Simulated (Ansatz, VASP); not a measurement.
**NiMoIrPdW in VASP and in Ansatz**

Contents of INCAR:

```
SYSTEM = NiMoIrPdW
  ALGO = Fast
  EDIFF = 1E-7
  ENCUT = 520
  GGA = PE
  ISIF = 2
  ISMEAR = -1
  ISPIN = 2
  LASPH = .TRUE.
  LCHARG = .FALSE.
  LMAXMIX = 4
  LORBIT = 11
  LREAL = .FALSE.
  LWAVE = .FALSE.
  MAGMOM = 1 1 0 0.6 0
  NBANDS = 40
  NELM = 150
  PREC = Accurate
  SIGMA = 0.05
```

File KPOINTS:

```
k-points
0
G
  8 8 2
  0 0 0
```

Contents of POSCAR:

```
NiMoIrPdW
1.0
    2.7790638441      0.0000000000      0.0000000000
   -1.3895319220      2.4067342363      0.0000000000
    0.0000000000      0.0000000000     11.4156149040
Ni Mo Pd Ir W
1 1 1 1 1
Direct
    0.0000000000      0.0000000000      0.7091700000
    0.6666700000      0.3333300000      0.2942500000
    0.6666700000      0.3333300000      0.8990100000
    0.0000000000      0.0000000000      0.1060400000
    0.6666700000      0.3333300000      0.5292100000
```

The input input.yaml:

```yaml
crystal:
  lattice:
    - [2.7790638441, 0.0, 0.0]
    - [-1.389531922, 2.4067342363, 0.0]
    - [0.0, 0.0, 11.415614904]
  atoms:
    - { symbol: Ni, position: [0.0, 0.0, 0.70917], spin: 1.0 }
    - { symbol: Mo, position: [0.66667, 0.33333, 0.29425], spin: 1.0 }
    - { symbol: Pd, position: [0.66667, 0.33333, 0.89901] }
    - { symbol: Ir, position: [0.0, 0.0, 0.10604], spin: 0.6 }
    - { symbol: W, position: [0.66667, 0.33333, 0.52921] }
kpoints:
  mp_grid: { grid: [8, 8, 2] }
scf:
  occupations: { method: fermi_dirac, width: 0.05 }
hamiltonian:
  xc: pbe
  pseudopotentials: { kind: all_electron, lapw: { basis_error: 0.003 } }
magnetization:
  spin_polarized: true
output:
  forces: true
  stress: true
  eigenvalues: true
```

Change from the starting cell: volume scaled by 1.02.

Alike in both runs: task single point; functional PBE; k mesh 8 × 8 × 2; occupations fermi-dirac, width 0.05 eV; collinear spin.

|  | VASP | Ansatz |
| --- | --- | --- |
| version | VASP 6.6.1 | Ansatz 0.2.0 |
| potentials or method | VASP PAW PBE potentials, release 64 (Ni, Mo_sv, Pd, Ir, W_sv), cutoff 520 eV | all-electron LAPW, scalar-relativistic |

VASP gave:

| Quantity | Value |
| --- | --- |
| gap on the k mesh at the Fermi level (eV) | none |
| pressure (GPa) | -4.2 |
| traceless stress, the component that is largest in VASP (GPa) | -0.08 |
| rms of the force components (eV/Å) | 0.055 |
| net moment per atom (μB) | 0.00 |

Task: Estimate Ansatz's values.

Result: gap on the k mesh at the Fermi level (eV): none; pressure (GPa): -4.5; traceless stress, the component that is largest in VASP (GPa): -0.08; rms of the force components (eV/Å): 0.051; net moment per atom (μB): 0.00.

Atom by atom the forces differ by 0.008 eV/Å (rms over components). A gap of «none» marks a metal or a gap that the smearing closes. Ansatz ran all-electron here, and VASP with PAW potentials.

Spin-orbit coupling is off throughout. Noted on Ansatz's run: the k mesh is thin for a metal, which can move the energy by tens of meV per atom.
